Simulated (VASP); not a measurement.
# Mo (Im-3m) in VASP: notebook

The runs below take Mo through single point, relaxation of cell and atoms, with PBE.

Everything below comes from runs of VASP 6.6.1. Logs are shortened: lines on timing, memory, paths and dates and some standing lists are left out, and cuts for length are marked.

**1. The cell of the first run**

Symmetry: Im-3m, No. 229, cubic system. Conventional cell: a = 2.921 Å, b = 2.921 Å, c = 2.921 Å, α = 90.00°, β = 90.00°, γ = 90.00°. Within 3.3 Å of Mo (site symmetry m-3m) lie 14 Mo at 2.53 to 2.92 Å.

**2. Single point, PBE**

INCAR reads:

```
SYSTEM = Mo
PREC = Accurate
ENCUT = 500
EDIFF = 1E-6
ISMEAR = -1
SIGMA = 0.08
LREAL = .FALSE.
LASPH = .TRUE.
NELM = 120
ALGO = Normal
ISIF = 2
LWAVE = .FALSE.
LCHARG = .FALSE.
GGA = PE
NBANDS = 13
GGA_COMPAT = .FALSE.
```

KPOINTS reads:

```
Automatic mesh
0
G
  18 18 18
  0 0 0
```

POSCAR reads:

```
Mo
1.0
   -1.4605213349      1.4605213349      1.4605213349
    1.4605213349     -1.4605213349      1.4605213349
    1.4605213349      1.4605213349     -1.4605213349
Mo
1
Direct
    0.0000000000      0.0000000000      0.0000000000
```

Potentials or basis: VASP PAW PBE potentials, release 64 (Mo_sv).

Command:

```bash
$ cat potpaw_PBE.64/Mo_sv/POTCAR > POTCAR
$ mpirun -np 1 vasp_std > vasp.out
```

OUTCAR:

```text
SYSTEM = Mo
   PREC = Accurate
   ENCUT = 500
   EDIFF = 1E-6
   ISMEAR = -1
   LREAL = .FALSE.
   LASPH = .TRUE.
   NELM = 120
   ISIF = 2
   GGA = PE

 ion  position               nearest neighbor table
   1  0.000  0.000  0.000-

  LATTYP: Found a body centered cubic cell.
 ALAT       =     2.9210426698

  Lattice vectors:

 A1 = (  -1.4605213349,   1.4605213349,   1.4605213349)
 A2 = (   1.4605213349,  -1.4605213349,   1.4605213349)
 A3 = (   1.4605213349,   1.4605213349,  -1.4605213349)

Analysis of symmetry for initial positions (statically):
=====================================================================
 Subroutine PRICEL returns:
 Original cell was already a primitive cell.

 Routine SETGRP: Setting up the symmetry group for a
 body centered cubic supercell.

 Subroutine GETGRP returns: Found 48 space group operations
 (whereof 48 operations were pure point group operations)
 out of a pool of 48 trial point group operations.

The static configuration has the point symmetry O_h .

Analysis of symmetry for dynamics (positions and initial velocities):
=====================================================================
 Subroutine PRICEL returns:
 Original cell was already a primitive cell.

 Routine SETGRP: Setting up the symmetry group for a
 body centered cubic supercell.

 Subroutine GETGRP returns: Found 48 space group operations
 (whereof 48 operations were pure point group operations)
 out of a pool of 48 trial point group operations.

The dynamic configuration has the point symmetry O_h .

 Subroutine INISYM returns: Found 48 space group operations
 (whereof 48 operations are pure point group operations),
 and found     1 'primitive' translations

----------------------------------------------------------------------------------------

                                     Primitive cell

  volume of cell :      12.4619

  direct lattice vectors                    reciprocal lattice vectors
    -1.460521335  1.460521335  1.460521335     0.000000000  0.342343510  0.342343510
     1.460521335 -1.460521335  1.460521335     0.342343510  0.000000000  0.342343510
     1.460521335  1.460521335 -1.460521335     0.342343510  0.342343510  0.000000000

  length of vectors
     2.529697158  2.529697158  2.529697158     0.484146835  0.484146835  0.484146835

  position of ions in fractional coordinates (direct lattice)
     0.000000000  0.000000000  0.000000000

  ion indices of the primitive-cell ions
   primitive index   ion index
                 1           1

----------------------------------------------------------------------------------------

 KPOINTS: Automatic mesh

Automatic generation of k-mesh.
 Grid dimensions read from file:
 generate k-points for:   18   18   18

 Generating k-lattice:

  Cartesian coordinates                     Fractional coordinates (reciprocal lattice)
     0.000000000  0.019019084  0.019019084     0.055555556  0.000000000  0.000000000
     0.019019084  0.000000000  0.019019084     0.000000000  0.055555556  0.000000000
     0.019019084  0.019019084  0.000000000     0.000000000  0.000000000  0.055555556

  Length of vectors
     0.026897046  0.026897046  0.026897046

  Shift w.r.t. Gamma in fractional coordinates (k-lattice)
     0.000000000  0.000000000  0.000000000

 Subroutine IBZKPT returns following result:
 ===========================================

 Found    195 irreducible k-points:

 Following reciprocal coordinates:
            Coordinates               Weight
  0.000000  0.000000  0.000000      1.000000
  0.055556  0.000000  0.000000     12.000000
  0.111111  0.000000  0.000000     12.000000
  0.166667  0.000000  0.000000     12.000000
  0.222222  0.000000  0.000000     12.000000
  0.277778  0.000000  0.000000     12.000000
[... 16 lines left out ...]
  0.333333  0.111111  0.000000     48.000000
  0.388889  0.111111  0.000000     48.000000
 [... further k-points ...]
   k-points           NKPTS =    195   k-points in BZ     NKDIM =    195   number of bands    NBANDS=     13
   number of dos      NEDOS =    301   number of ions     NIONS =      1
   total plane-waves  NPLWV =   5832
   dimension x,y,z NGX =    18 NGY =   18 NGZ =   18
   dimension x,y,z NGXF=    36 NGYF=   36 NGZF=   36
   ions per type =               1
   NGX,Y,Z   is equivalent  to a cutoff of  11.83, 11.83, 11.83 a.u.
   NGXF,Y,Z  is equivalent  to a cutoff of  23.66, 23.66, 23.66 a.u.
 SYSTEM =  Mo
   PREC   = accura    normal or accurate (medium, high low for compatibility)
   ISTART =      0    job   : 0-new  1-cont  2-samecut
   ICHARG =      2    charge: 1-file 2-atom 10-const
   ISPIN  =      1    spin polarized calculation?
   LNONCOLLINEAR =      F non collinear calculations
   LSORBIT =      F    spin-orbit coupling
   LASPH  =      T    aspherical Exc in radial PAW
   ENCUT  =  500.0 eV  36.75 Ry    6.06 a.u.   4.61  4.61  4.61*2*pi/ulx,y,z
   NELM   =    120;   NELMIN=  2; NELMDL= -5     # of ELM steps
   EDIFF  = 0.1E-05   stopping-criterion for ELM
   LREAL  =      F    real-space projection
   EDIFFG = 0.1E-04   stopping-criterion for IOM
   NSW    =      0    number of steps for IOM
   IBRION =     -1    ionic relax: 0-MD 1-quasi-New 2-CG
   NFREE  =      0    steps in history (QN), initial steepest desc. (CG)
   ISIF   =      2    stress and relaxation
   ISYM   =      2    0-nonsym 1-usesym 2-fastsym
   POTIM  = 0.5000    time-step for ionic-motion
   TEBEG  =    0.0;   TEEND  =   0.0 temperature during run
   PSTRESS=    0.0 pullay stress
   NELECT =      14.0000    total number of electrons
   NUPDOWN=      -1.0000    fix difference up-down
   EMIN   =  10.00;   EMAX   =-10.00  energy-range for DOS
   EFERMI =   0.00;   METHOD = LEGACY
   ISMEAR =    -1;   SIGMA  =   0.08  broadening in eV -4-tet -1-fermi 0-gaus
   EFERMI_NEDOS =   21; number of points for ismear=-14 and -15
   IALGO  =     38    algorithm
   IMIX   =      4    mixing-type and parameters
     AMIX     =   0.40;   BMIX     =  1.00
     AMIX_MAG =   1.60;   BMIX_MAG =  1.00
  volume/ion in A,a.u.               =      12.46        84.10
  Fermi-wavevector in a.u.,A,eV,Ry     =   1.701857  3.216042 39.406766  2.896316
  Thomas-Fermi vector in A             =   2.781733
   LORBIT       =      0    0 simple, 1 ext, 2 COOP (PROOUT), +10 PAW based schemes
   GGA     = PE    functional components
   LHFCALC =     F    Hartree Fock is set to
   AEXX    =    0.0000 exact exchange contribution
   IVDW    =     0    specifies the selected vdW correction
   LEPSILON=     F    determine dielectric tensor
   LRPA    =     F    only Hartree local field effects (RPA)
 non-spin polarized calculation
  energy-cutoff  :      500.00
  volume of cell :       12.46
 maximum number of plane-waves:       329
   NGX =  9   NGY =  9   NGZ =  9

 number of electron      13.9999995 magnetization

 Free energy of the ion-electron system (eV)
  ---------------------------------------------------
  ext. energy  EPLUGINS =         0.00000000
  ---------------------------------------------------
  free energy    TOTEN  =       -10.06760185 eV

  energy without entropy =      -10.05272645  energy(sigma->0) =      -10.06016415

 E-fermi :  16.6825     XC(G=0): -14.7157

 val. band max:       16.6739115477   @ k =  -0.3333   0.3889   0.2778
 cond. band min:      16.6903827545   @ k =  -0.3889   0.3889   0.0556
 fundamental gap:      0.0164712068
 Fermi energy:        16.6825085700

 k-point     1 :       0.0000    0.0000    0.0000
  band No.  band energies     occupation
      1     -44.8885      2.00000
      2     -17.3829      2.00000
      3     -17.3829      2.00000
      4     -17.3829      2.00000
      5       8.8253      2.00000
      6      14.7026      2.00000
      7      14.7026      2.00000
      8      14.7026      2.00000
      9      18.6557      0.00000
     10      18.6557      0.00000
     11      31.6428      0.00000
     12      31.6428      0.00000
     13      31.6428      0.00000

 k-point     2 :       0.0556    0.0000    0.0000
  band No.  band energies     occupation
      1     -44.8702      2.00000
      2     -17.4758      2.00000
      3     -17.4103      2.00000
      4     -17.3841      2.00000
      5       9.0053      2.00000
      6      14.5914      2.00000
      7      14.6845      2.00000
      8      14.8769      2.00000
      9      18.4717      0.00000
     10      18.6537      0.00000
     11      31.7999      0.00000
     12      31.9448      0.00000
     13      32.0972      0.00000

 k-point     3 :       0.1111    0.0000    0.0000
  band No.  band energies     occupation
      1     -44.8172      2.00000
      2     -17.7392      2.00000
      3     -17.4886      2.00000
      4     -17.3877      2.00000
      5       9.5035      2.00000
      6      14.2857      2.00000
      7      14.6109      2.00000
      8      15.3920      2.00000
      9      18.0885      0.00000
     10      18.6579      0.00000
     11      32.2053      0.00000
     12      32.8216      0.00000
     13      33.2685      0.00000
[... 305 lines left out ...]
 k-point    23 :       0.3333    0.1111    0.0000
  band No.  band energies     occupation
      1     -44.3046      2.00000
      2     -19.7968      2.00000
      3     -18.2398      2.00000
      4     -17.5400      2.00000
      5      10.5865      2.00000
      6      12.3546      2.00000
      7      16.3569      1.96640
      8      18.5027      0.00000
      9      19.9450      0.00000
     10      22.7847      0.00000
     11      30.6596      0.00000
     12      33.1458      0.00000
     13      38.0982      0.00000

 k-point    24 :       0.3889    0.1111    0.0000
  band No.  band energies     occupation
      1     -44.2498      2.00000
      2     -19.9867      2.00000
      3     -18.3273      2.00000
      4     -17.5460      2.00000
      5      10.3329      2.00000
      6      12.1923      2.00000
      7      17.1058      0.01002
      8      18.6751      0.00000
      9      20.3724      0.00000
     10      23.9494      0.00000
     11      30.0805      0.00000
     12      32.1378      0.00000
     13      36.9517      0.00000

 [... further k-points ...]

------------------------ aborting loop because EDIFF is reached ----------------------------------------

  FORCE on cell =-STRESS in cart. coord.  units (eV):
  Direction    XX          YY          ZZ          XY          YZ          ZX
  --------------------------------------------------------------------------------------
  -------------------------------------------------------------------------------------
  Total        7.8924664      7.8924664      7.8924664      0.0000000     -0.0000000      0.0000000
  in kB     1014.7045677   1014.7045677   1014.7045677      0.0000000     -0.0000000      0.0000000
  external PRESSURE =    1014.7045677 kB  Pullay stress =       0.0000000 kB

 VOLUME and BASIS-vectors are now :
 -----------------------------------------------------------------------------
  energy-cutoff  :      500.00
  volume of cell :       12.46
      direct lattice vectors                 reciprocal lattice vectors
    -1.460521335  1.460521335  1.460521335     0.000000000  0.342343510  0.342343510
     1.460521335 -1.460521335  1.460521335     0.342343510  0.000000000  0.342343510
     1.460521335  1.460521335 -1.460521335     0.342343510  0.342343510  0.000000000

 POSITION                                       TOTAL-FORCE (eV/Angst)
 -----------------------------------------------------------------------------------
      0.00000      0.00000      0.00000         0.000000      0.000000      0.000000
 -----------------------------------------------------------------------------------
    total drift:                                0.000000      0.000000      0.000000

  FREE ENERGIE OF THE ION-ELECTRON SYSTEM (eV)
  ---------------------------------------------------
  free  energy   TOTEN  =       -10.0676018541 eV

  energy  without entropy=      -10.0527264525  energy(sigma->0) =      -10.06016415
```

It took 21 s on 1 thread of Intel Xeon 8259CL, shared host; peak memory 0.14 GiB.

What came out:

| Item | Value |
| --- | --- |
| Free energy | -10.0676 eV |
| Pressure | 101.5 GPa |
| Band gap on the k mesh | zero (bands 7 and 8 overlap by 7.33 eV) |

Levels at points of the mesh, in eV from the Fermi level:
```tsv
k point	band 3	band 4	band 5	band 6	band 7	band 8	band 9	band 10	band 11	band 12
(0.00, 0.00, 0.00)	-34.07	-34.07	-7.86	-1.98	-1.98	-1.98	1.97	1.97	14.96	14.96
(0.50, 0.00, 0.00)	-34.92	-34.11	-6.92	-4.75	2.20	2.78	3.03	6.48	12.25	15.60
(0.50, 0.50, 0.50)	-35.92	-35.92	-7.55	-7.55	5.35	5.35	5.35	11.02	11.02	11.02
```

Caveat: the cell stands under pressure.

**3. Single point, PBE**

INCAR reads:

```
ALGO = Normal
EDIFF = 1E-6
ENCUT = 500
GGA = PE
GGA_COMPAT = False
ISIF = 2
ISMEAR = -1
LASPH = True
LCHARG = True
LELF = True
LREAL = False
LVHAR = True
LWAVE = False
NBANDS = 13
NELM = 120
PREC = Accurate
SIGMA = 0.08
```

KPOINTS reads:

```
k-points
0
Gamma
  18 18 18
```

POSCAR reads:

```
Mo
1.0
   -1.4604331115      1.4604331115      1.4604331115
    1.4604331115     -1.4604331115      1.4604331115
    1.4604331115      1.4604331115     -1.4604331115
Mo
1
Direct
    0.0000000000      0.0000000000      0.0000000000
```

Potentials or basis: VASP PAW PBE potentials, release 64 (Mo_sv).

Command:

```bash
$ cat potpaw_PBE.64/Mo_sv/POTCAR > POTCAR
$ mpirun -np 1 vasp_std > vasp.out
```

Wall time 20 s (1 thread of Intel Xeon 8259CL, shared host); peak memory 0.14 GiB.

Results (log left out):

- Free energy: -10.0662 eV
- Pressure: 101.6 GPa
- Band gap on the k mesh: zero (bands 7 and 8 overlap by 7.33 eV)

Levels at points of the mesh, in eV from the Fermi level:
```csv
k point,band 5,band 6,band 7,band 8,band 9,band 10
"(0.00, 0.00, 0.00)",-7.86,-1.98,-1.98,-1.98,1.97,1.97
"(0.50, 0.00, 0.00)",-6.93,-4.75,2.20,2.78,3.03,6.48
"(0.50, 0.50, 0.50)",-7.55,-7.55,5.35,5.35,5.35,11.03
```

Caveat: the cell stands under pressure.

**4. Relaxation of cell and atoms, PBE, target pressure 100 GPa, at which the enthalpy is minimised**

This run uses another cell than the first one, of 12.40 Å³/atom.

INCAR reads:

```
ALGO = Normal
EDIFF = 1E-7
EDIFFG = -0.005
ENCUT = 500
GGA = PE
GGA_COMPAT = False
IBRION = 2
ISIF = 3
ISMEAR = -1
LASPH = True
LCHARG = False
LREAL = False
LWAVE = False
NELM = 120
NELMIN = 4
NSW = 60
PREC = Accurate
PSTRESS = 1000.0
SIGMA = 0.08
```

KPOINTS is that of step 3.

POSCAR reads:

```
Mo
1.0
   -1.4579195693      1.4579195693      1.4579195693
    1.4579195693     -1.4579195693      1.4579195693
    1.4579195693      1.4579195693     -1.4579195693
Mo
1
Direct
    0.0000000000      0.0000000000      0.0000000000
```

Potentials or basis: VASP PAW PBE potentials, release 64 (Mo_sv).

Command:

```bash
$ cat potpaw_PBE.64/Mo_sv/POTCAR > POTCAR
$ mpirun -np 1 vasp_std > vasp.out
```

OUTCAR:

```text
EDIFF = 1E-7
   EDIFFG = -0.005
   ENCUT = 500
   GGA = PE
   IBRION = 2
   ISIF = 3
   ISMEAR = -1
   LASPH = True
   LREAL = False
   NELM = 120
   NELMIN = 4
   NSW = 60
   PREC = Accurate
   PSTRESS = 1000.0

 ion  position               nearest neighbor table
   1  0.000  0.000  0.000-

  LATTYP: Found a body centered cubic cell.
 ALAT       =     2.9158391386

  Lattice vectors:

 A1 = (  -1.4579195693,   1.4579195693,   1.4579195693)
 A2 = (   1.4579195693,  -1.4579195693,   1.4579195693)
 A3 = (   1.4579195693,   1.4579195693,  -1.4579195693)

Analysis of symmetry for initial positions (statically):
=====================================================================
 Subroutine PRICEL returns:
 Original cell was already a primitive cell.

 Routine SETGRP: Setting up the symmetry group for a
 body centered cubic supercell.

 Subroutine GETGRP returns: Found 48 space group operations
 (whereof 48 operations were pure point group operations)
 out of a pool of 48 trial point group operations.
[... 169 lines left out ...]
  Total        8.1100115      8.1100115      8.1100115      0.0000000      0.0000000     -0.0000000
  in kB     1048.2656676   1048.2656676   1048.2656676      0.0000000      0.0000000     -0.0000000
  external PRESSURE =      48.2656676 kB  Pullay stress =    1000.0000000 kB
[... 98 lines left out ...]
--------------------------------------- Ionic step        4  -------------------------------------------

 number of electron      13.9999995 magnetization

 Free energy of the ion-electron system (eV)
  ---------------------------------------------------
  ext. energy  EPLUGINS =         0.00000000
  ---------------------------------------------------
  free energy    TOTEN  =       -10.08638651 eV

  energy without entropy =      -10.07156072  energy(sigma->0) =      -10.07897362

 E-fermi :  16.6348     XC(G=0): -14.7012

 val. band max:       16.6276577639   @ k =  -0.3333   0.3889   0.2778
 cond. band min:      16.6389774620   @ k =  -0.3889   0.3889   0.0556
 fundamental gap:      0.0113196981
 Fermi energy:        16.6347766214

 k-point     1 :       0.0000    0.0000    0.0000
  band No.  band energies     occupation
      1     -44.9302      2.00000
      2     -17.4361      2.00000
      3     -17.4361      2.00000
      4     -17.4361      2.00000
      5       8.7819      2.00000
      6      14.6630      2.00000
      7      14.6630      2.00000
      8      14.6630      2.00000
      9      18.6055      0.00000
     10      18.6055      0.00000
     11      31.5958      0.00000
[... 309 lines left out ...]
 k-point    24 :       0.3889    0.1111    0.0000
  band No.  band energies     occupation
      1     -44.2972      2.00000
      2     -20.0220      2.00000
      3     -18.3741      2.00000
      4     -17.5978      2.00000
      5      10.3022      2.00000
      6      12.1600      2.00000
      7      17.0524      0.01075
      8      18.6229      0.00000
      9      20.3127      0.00000
     10      23.8794      0.00000
     11      30.0254      0.00000

 [... further k-points ...]

------------------------ aborting loop because EDIFF is reached ----------------------------------------

  FORCE on cell =-STRESS in cart. coord.  units (eV):
  Direction    XX          YY          ZZ          XY          YZ          ZX
  --------------------------------------------------------------------------------------
  -------------------------------------------------------------------------------------
  Total        7.7967077      7.7967077      7.7967077     -0.0000000      0.0000000      0.0000000
  in kB      999.9918873    999.9918873    999.9918873     -0.0000000      0.0000000      0.0000000
  external PRESSURE =      -0.0081127 kB  Pullay stress =    1000.0000000 kB
[... 20 lines left out ...]
  energy  without entropy=      -10.0715607186  energy(sigma->0) =      -10.07897362

  enthalpy is  TOTEN    =        -2.2896155203 eV   P V=        7.7967709925

 reached required accuracy - stopping structural energy minimisation
```

It took 75 s on 1 thread of Intel Xeon 8259CL, shared host; peak memory 0.14 GiB.

Results:

```
Free energy                                                : -10.0864 eV
Relaxed volume                                             : 12.49 Å³/atom
Relaxed cell                                               : a = 2.532 Å, b = 2.532 Å, c = 2.532 Å, α = 109.47°, β = 109.47°, γ = 109.47°
Space group after relaxing (to 0.1 Å)                      : Im-3m (No. 229)
Energy change on relaxing (the run minimises the enthalpy) : -61.6 meV/atom
Ionic steps                                                : 4
Pressure after relaxing                                    : 100.0 GPa
Band gap on the k mesh                                     : zero (bands 7 and 8 overlap by 7.31 eV)
```

The path:
| step | energy change (eV) | largest force (eV/Å) | pressure (GPa) | volume (Å³) |
| --- | --- | --- | --- | --- |
| 1 | 0.0000 | 0.0000 | 104.83 | 12.40 |
| 2 | -0.3775 | 0.0000 | 73.67 | 13.08 |
| 3 | -0.0630 | 0.0000 | 99.89 | 12.49 |
| 4 | -0.0616 | 0.0000 | 100.00 | 12.49 |

Final structure:
```
CELL_PARAMETERS angstrom
-1.46169 1.46169 1.46169
1.46169 -1.46169 1.46169
1.46169 1.46169 -1.46169
ATOMIC_POSITIONS crystal
Mo 0.00000 0.00000 0.00000
```

Caveat: the cell is relaxed towards a set pressure, so the run minimises the enthalpy, not the energy.

(Continued in part 2 of 2.)
